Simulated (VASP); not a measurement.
# PbS (Galena) (Fm-3m) in VASP: further runs

The runs below take PbS (Galena) through single point, with PBE.

All numbers are computed with VASP 6.6.1; they aren't measurements. Logs are shortened: lines on timing, memory, paths and dates and some standing lists are left out, and cuts for length are marked.

### Step 1. The cell of the first run

It takes space group Fm-3m (No. 225, cubic). The conventional cell has a = 6.010 Å, b = 6.010 Å, c = 6.010 Å, α = 90.00°, β = 90.00°, γ = 90.00°. Pb (site symmetry m-3m) has 6 S at 3.00 Å within 4.0 Å. S (site symmetry m-3m) has 6 Pb at 3.00 Å within 4.0 Å.

### Step 2. Single point, PBE

Contents of INCAR:

```
SYSTEM = PbS
PREC = Accurate
ENCUT = 520
EDIFF = 1E-7
ISMEAR = 0
SIGMA = 0.01
LREAL = .FALSE.
LASPH = .TRUE.
NELM = 60
ALGO = Normal
ISIF = 2
LWAVE = .FALSE.
LCHARG = .FALSE.
GGA = PE
NBANDS = 17
```

Contents of KPOINTS:

```
regular mesh
0
G
  6 6 6
  0 0 0
```

Contents of POSCAR:

```
PbS
1.0
    0.0000000000      3.0047775019      3.0047775019
    3.0047775019      0.0000000000      3.0047775019
    3.0047775019      3.0047775019      0.0000000000
Pb S
1 1
Direct
    0.0000000000      0.0000000000      0.0000000000
    0.5000000000      0.5000000000      0.5000000000
```

Potentials or basis: VASP PAW PBE potentials, release 64 (Pb_d, S).

Launch:

```sh
$ cat potpaw_PBE.64/Pb_d/POTCAR potpaw_PBE.64/S/POTCAR > POTCAR
$ mpirun -np 1 vasp_std > vasp.out
```

OUTCAR:

```text
SYSTEM = PbS
   PREC = Accurate
   ENCUT = 520
   EDIFF = 1E-7
   ISMEAR = 0
   LREAL = .FALSE.
   LASPH = .TRUE.
   NELM = 60
   ISIF = 2
   GGA = PE

 ion  position               nearest neighbor table
   1  0.000  0.000  0.000-   2 3.00   2 3.00   2 3.00   2 3.00   2 3.00   2 3.00
   2  0.500  0.500  0.500-   1 3.00   1 3.00   1 3.00   1 3.00   1 3.00   1 3.00

  LATTYP: Found a face centered cubic cell.
 ALAT       =     6.0095550038

  Lattice vectors:

 A1 = (   0.0000000000,   3.0047775019,   3.0047775019)
 A2 = (   3.0047775019,   0.0000000000,   3.0047775019)
 A3 = (   3.0047775019,   3.0047775019,   0.0000000000)

Analysis of symmetry for initial positions (statically):
=====================================================================
 Subroutine PRICEL returns:
 Original cell was already a primitive cell.

 Routine SETGRP: Setting up the symmetry group for a
 face centered cubic supercell.

 Subroutine GETGRP returns: Found 48 space group operations
 (whereof 48 operations were pure point group operations)
 out of a pool of 48 trial point group operations.

The static configuration has the point symmetry O_h .

Analysis of symmetry for dynamics (positions and initial velocities):
=====================================================================
 Subroutine PRICEL returns:
 Original cell was already a primitive cell.

 Routine SETGRP: Setting up the symmetry group for a
 face centered cubic supercell.

 Subroutine GETGRP returns: Found 48 space group operations
 (whereof 48 operations were pure point group operations)
 out of a pool of 48 trial point group operations.

The dynamic configuration has the point symmetry O_h .

 Subroutine INISYM returns: Found 48 space group operations
 (whereof 48 operations are pure point group operations),
 and found     1 'primitive' translations

----------------------------------------------------------------------------------------

                                     Primitive cell

  volume of cell :      54.2584

  direct lattice vectors                    reciprocal lattice vectors
     0.000000000  3.004777502  3.004777502    -0.166401672  0.166401672  0.166401672
     3.004777502  0.000000000  3.004777502     0.166401672 -0.166401672  0.166401672
     3.004777502  3.004777502  0.000000000     0.166401672  0.166401672 -0.166401672

  length of vectors
     4.249397095  4.249397095  4.249397095     0.288216150  0.288216150  0.288216150

  position of ions in fractional coordinates (direct lattice)
     0.000000000  0.000000000  0.000000000
     0.500000000  0.500000000  0.500000000

  ion indices of the primitive-cell ions
   primitive index   ion index
                 1           1
                 2           2

----------------------------------------------------------------------------------------

 KPOINTS: regular mesh

Automatic generation of k-mesh.
 Grid dimensions read from file:
 generate k-points for:    6    6    6

 Generating k-lattice:

  Cartesian coordinates                     Fractional coordinates (reciprocal lattice)
    -0.027733612  0.027733612  0.027733612     0.166666667  0.000000000  0.000000000
     0.027733612 -0.027733612  0.027733612     0.000000000  0.166666667  0.000000000
     0.027733612  0.027733612 -0.027733612     0.000000000  0.000000000  0.166666667

  Length of vectors
     0.048036025  0.048036025  0.048036025

  Shift w.r.t. Gamma in fractional coordinates (k-lattice)
     0.000000000  0.000000000  0.000000000

 Subroutine IBZKPT returns following result:
 ===========================================

 Found     16 irreducible k-points:

 Following reciprocal coordinates:
            Coordinates               Weight
  0.000000  0.000000  0.000000      1.000000
  0.166667  0.000000  0.000000      8.000000
  0.333333  0.000000  0.000000      8.000000
  0.500000  0.000000  0.000000      4.000000
  0.166667  0.166667  0.000000      6.000000
  0.333333  0.166667  0.000000     24.000000
[... 8 lines left out ...]
 -0.333333  0.333333  0.166667     24.000000
 -0.333333  0.500000  0.166667     12.000000
   k-points           NKPTS =     16   k-points in BZ     NKDIM =     16   number of bands    NBANDS=     17
   number of dos      NEDOS =    301   number of ions     NIONS =      2
   total plane-waves  NPLWV =  32768
   dimension x,y,z NGX =    32 NGY =   32 NGZ =   32
   dimension x,y,z NGXF=    64 NGYF=   64 NGZF=   64
   ions per type =               1   1
   NGX,Y,Z   is equivalent  to a cutoff of  12.52, 12.52, 12.52 a.u.
   NGXF,Y,Z  is equivalent  to a cutoff of  25.04, 25.04, 25.04 a.u.
 SYSTEM =  PbS
   PREC   = accura    normal or accurate (medium, high low for compatibility)
   ISTART =      0    job   : 0-new  1-cont  2-samecut
   ICHARG =      2    charge: 1-file 2-atom 10-const
   ISPIN  =      1    spin polarized calculation?
   LNONCOLLINEAR =      F non collinear calculations
   LSORBIT =      F    spin-orbit coupling
   LASPH  =      T    aspherical Exc in radial PAW
   ENCUT  =  520.0 eV  38.22 Ry    6.18 a.u.   7.90  7.90  7.90*2*pi/ulx,y,z
   NELM   =     60;   NELMIN=  2; NELMDL= -5     # of ELM steps
   EDIFF  = 0.1E-06   stopping-criterion for ELM
   LREAL  =      F    real-space projection
   EDIFFG = 0.1E-05   stopping-criterion for IOM
   NSW    =      0    number of steps for IOM
   IBRION =     -1    ionic relax: 0-MD 1-quasi-New 2-CG
   NFREE  =      0    steps in history (QN), initial steepest desc. (CG)
   ISIF   =      2    stress and relaxation
   ISYM   =      2    0-nonsym 1-usesym 2-fastsym
   POTIM  = 0.5000    time-step for ionic-motion
   TEBEG  =    0.0;   TEEND  =   0.0 temperature during run
   PSTRESS=    0.0 pullay stress
   NELECT =      20.0000    total number of electrons
   NUPDOWN=      -1.0000    fix difference up-down
   EMIN   =  10.00;   EMAX   =-10.00  energy-range for DOS
   EFERMI =   0.00;   METHOD = LEGACY
   ISMEAR =     0;   SIGMA  =   0.01  broadening in eV -4-tet -1-fermi 0-gaus
   EFERMI_NEDOS =   21; number of points for ismear=-14 and -15
   IALGO  =     38    algorithm
   IMIX   =      4    mixing-type and parameters
     AMIX     =   0.40;   BMIX     =  1.00
     AMIX_MAG =   1.60;   BMIX_MAG =  1.00
  volume/ion in A,a.u.               =      27.13       183.08
  Fermi-wavevector in a.u.,A,eV,Ry     =   1.173805  2.218169 18.746345  1.377817
  Thomas-Fermi vector in A             =   2.310212
   LORBIT       =      0    0 simple, 1 ext, 2 COOP (PROOUT), +10 PAW based schemes
   GGA     = PE    functional components
   LHFCALC =     F    Hartree Fock is set to
   AEXX    =    0.0000 exact exchange contribution
   IVDW    =     0    specifies the selected vdW correction
   LEPSILON=     F    determine dielectric tensor
   LRPA    =     F    only Hartree local field effects (RPA)
 non-spin polarized calculation
 Gauss-broadening in eV      SIGMA  =   0.01
  energy-cutoff  :      520.00
  volume of cell :       54.26
 maximum number of plane-waves:      1476
   NGX = 15   NGY = 15   NGZ = 15

 number of electron      20.0000003 magnetization

 Free energy of the ion-electron system (eV)
  ---------------------------------------------------
  ext. energy  EPLUGINS =         0.00000000
  ---------------------------------------------------
  free energy    TOTEN  =        -8.77115337 eV

  energy without entropy =       -8.77115337  energy(sigma->0) =       -8.77115337

 E-fermi :   5.3215     XC(G=0):  -9.4998

 val. band max:        5.2747999787   @ k =   0.5000   0.0000   0.0000
 cond. band min:       5.7762370887   @ k =   0.5000   0.0000   0.0000
 fundamental gap:      0.5014371100
 Fermi energy:         5.3215105790

 k-point     1 :       0.0000    0.0000    0.0000
  band No.  band energies     occupation
      1     -11.4493      2.00000
      2     -11.4493      2.00000
      3     -11.4493      2.00000
      4     -11.4321      2.00000
      5     -11.4321      2.00000
      6      -7.9374      2.00000
[... 9 lines left out ...]
     16      12.1437      0.00000
     17      14.0825      0.00000

 k-point     2 :       0.1667    0.0000    0.0000
  band No.  band energies     occupation
      1     -11.4481      2.00000
      2     -11.4462      2.00000
      3     -11.4462      2.00000
      4     -11.4318      2.00000
      5     -11.4318      2.00000
      6      -7.7187      2.00000
[... 9 lines left out ...]
     16      12.7278      0.00000
     17      15.7769      0.00000

 k-point     3 :       0.3333    0.0000    0.0000
  band No.  band energies     occupation
      1     -11.4553      2.00000
      2     -11.4553      2.00000
      3     -11.4463      2.00000
      4     -11.4158      2.00000
      5     -11.4158      2.00000
      6      -7.1696      2.00000
[... 9 lines left out ...]
     16      14.1105      0.00000
     17      17.3637      0.00000

 k-point     4 :       0.5000    0.0000    0.0000
  band No.  band energies     occupation
      1     -11.4612      2.00000
      2     -11.4612      2.00000
      3     -11.4458      2.00000
      4     -11.4063      2.00000
      5     -11.4063      2.00000
      6      -6.7915      2.00000
[... 9 lines left out ...]
     16      15.4998      0.00000
     17      15.7837      0.00000

 k-point     5 :       0.1667    0.1667    0.0000
  band No.  band energies     occupation
      1     -11.4546      2.00000
      2     -11.4513      2.00000
      3     -11.4367      2.00000
      4     -11.4367      2.00000
      5     -11.4265      2.00000
      6      -7.6415      2.00000
[... 9 lines left out ...]
     16      13.8469      0.00000
     17      14.7763      0.00000

 k-point     6 :       0.3333    0.1667    0.0000
  band No.  band energies     occupation
      1     -11.4726      2.00000
      2     -11.4529      2.00000
      3     -11.4379      2.00000
      4     -11.4251      2.00000
      5     -11.4126      2.00000
      6      -7.1917      2.00000
[... 9 lines left out ...]
     16      14.9763      0.00000
     17      16.6043      0.00000

 k-point     7 :       0.5000    0.1667    0.0000
  band No.  band energies     occupation
      1     -11.4807      2.00000
      2     -11.4476      2.00000
      3     -11.4425      2.00000
      4     -11.4189      2.00000
      5     -11.4049      2.00000
      6      -6.7105      2.00000
[... 9 lines left out ...]
     16      15.7670      0.00000
     17      16.1437      0.00000

 k-point     8 :      -0.3333    0.1667    0.0000
  band No.  band energies     occupation
      1     -11.4694      2.00000
      2     -11.4508      2.00000
      3     -11.4399      2.00000
      4     -11.4167      2.00000
      5     -11.4166      2.00000
      6      -6.8402      2.00000
[... 9 lines left out ...]
     16      15.3138      0.00000
     17      16.4443      0.00000

 k-point     9 :      -0.1667    0.1667    0.0000
  band No.  band energies     occupation
      1     -11.4512      2.00000
      2     -11.4463      2.00000
      3     -11.4448      2.00000
      4     -11.4353      2.00000
      5     -11.4205      2.00000
      6      -7.3809      2.00000
[... 9 lines left out ...]
     16      14.4593      0.00000
     17      15.1480      0.00000

 k-point    10 :       0.3333    0.3333    0.0000
  band No.  band energies     occupation
      1     -11.5150      2.00000
      2     -11.4654      2.00000
      3     -11.4154      2.00000
      4     -11.4106      2.00000
      5     -11.4106      2.00000
      6      -6.8959      2.00000
[... 9 lines left out ...]
     16      16.0887      0.00000
     17      16.6910      0.00000

 k-point    11 :       0.5000    0.3333    0.0000
  band No.  band energies     occupation
      1     -11.5305      2.00000
      2     -11.4605      2.00000
      3     -11.4211      2.00000
      4     -11.4070      2.00000
      5     -11.4012      2.00000
      6      -6.5279      2.00000
[... 9 lines left out ...]
     16      16.6291      0.00000
     17      17.0488      0.00000

 k-point    12 :      -0.3333    0.3333    0.0000
  band No.  band energies     occupation
      1     -11.5059      2.00000
      2     -11.4397      2.00000
      3     -11.4339      2.00000
      4     -11.4204      2.00000
      5     -11.4092      2.00000
      6      -6.4918      2.00000
[... 9 lines left out ...]
     16      15.3912      0.00000
     17      17.1130      0.00000

 k-point    13 :       0.5000    0.5000    0.0000
  band No.  band energies     occupation
      1     -11.5572      2.00000
      2     -11.4707      2.00000
      3     -11.4098      2.00000
      4     -11.3970      2.00000
      5     -11.3970      2.00000
      6      -6.4242      2.00000
[... 9 lines left out ...]
     16      17.4541      0.00000
     17      17.6027      0.00000

 k-point    14 :       0.5000    0.3333    0.1667
  band No.  band energies     occupation
      1     -11.4957      2.00000
      2     -11.4498      2.00000
      3     -11.4370      2.00000
      4     -11.4130      2.00000
      5     -11.4112      2.00000
      6      -6.7541      2.00000
[... 9 lines left out ...]
     16      15.9177      0.00000
     17      16.1891      0.00000

 k-point    15 :      -0.3333    0.3333    0.1667
  band No.  band energies     occupation
      1     -11.5044      2.00000
      2     -11.4422      2.00000
      3     -11.4298      2.00000
      4     -11.4297      2.00000
      5     -11.4031      2.00000
      6      -6.4915      2.00000
[... 9 lines left out ...]
     16      16.7201      0.00000
     17      17.0220      0.00000

 k-point    16 :      -0.3333    0.5000    0.1667
  band No.  band energies     occupation
      1     -11.5313      2.00000
      2     -11.4530      2.00000
      3     -11.4238      2.00000
      4     -11.4162      2.00000
      5     -11.3971      2.00000
      6      -6.3942      2.00000
[... 9 lines left out ...]
     16      17.0415      0.00000
     17      17.5987      0.00000

------------------------ aborting loop because EDIFF is reached ----------------------------------------

  FORCE on cell =-STRESS in cart. coord.  units (eV):
  Direction    XX          YY          ZZ          XY          YZ          ZX
  --------------------------------------------------------------------------------------
  -------------------------------------------------------------------------------------
  Total       -0.0365027     -0.0365027     -0.0365027      0.0000000      0.0000000      0.0000000
  in kB       -1.0778768     -1.0778768     -1.0778768      0.0000000      0.0000000      0.0000000
  external PRESSURE =      -1.0778768 kB  Pullay stress =       0.0000000 kB

 VOLUME and BASIS-vectors are now :
 -----------------------------------------------------------------------------
  energy-cutoff  :      520.00
  volume of cell :       54.26
      direct lattice vectors                 reciprocal lattice vectors
     0.000000000  3.004777502  3.004777502    -0.166401672  0.166401672  0.166401672
     3.004777502  0.000000000  3.004777502     0.166401672 -0.166401672  0.166401672
     3.004777502  3.004777502  0.000000000     0.166401672  0.166401672 -0.166401672

 POSITION                                       TOTAL-FORCE (eV/Angst)
 -----------------------------------------------------------------------------------
      0.00000      0.00000      0.00000         0.000000      0.000000      0.000000
      3.00478      3.00478      3.00478        -0.000000     -0.000000     -0.000000
 -----------------------------------------------------------------------------------
    total drift:                                0.000000     -0.000000     -0.000000

  FREE ENERGIE OF THE ION-ELECTRON SYSTEM (eV)
  ---------------------------------------------------
  free  energy   TOTEN  =        -8.7711533709 eV

  energy  without entropy=       -8.7711533709  energy(sigma->0) =       -8.77115337
```

It took 8.8 s on 1 thread of AMD EPYC 9R45 (Zen 5), shared host; peak memory 0.14 GiB.

Results:

* Free energy: -8.7712 eV
* Pressure: -0.1 GPa
* Band gap on the k mesh: 0.50 eV, direct

Caveat: spin-orbit coupling is left out, which moves the levels of the heavy elements.

[end of part 1 of 2]
